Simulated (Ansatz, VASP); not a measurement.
In: VASP beside Ansatz

```xyz
1
Lattice="-1.5753 1.5753 2.6362 1.5753 -1.5753 2.6362 1.5753 1.5753 -2.6362" Properties=species:S:1:pos:R:3 pbc="T T T"
In    0.0000    0.0000    0.0000
```

Alike in both runs: task single point; functional PBEsol; k mesh 22 × 22 × 22; occupations gaussian, width 0.15 eV; no spin polarisation.

|  | VASP | Ansatz |
| --- | --- | --- |
| version | VASP 6.6.1 | Ansatz 0.2.0 |
| potentials or method | VASP PAW PBE potentials, release 64 (In_d), cutoff 520 eV | scalar-relativistic, plane waves, PAW |
| valence electrons in the cell | 13 | 13 |

|  | VASP | Ansatz | Ansatz less VASP |
| --- | --- | --- | --- |
| gap on the k mesh at the Fermi level (eV) | none | none | - |
| pressure (GPa) | -0.8 | -0.9 | -0.05 |
| traceless stress, the component that is largest in VASP (GPa) | -0.81 | -0.80 | +0.007 |

VASP's potentials were made for PBE, not for PBEsol. A gap of «none» marks a metal or a gap that the smearing closes.
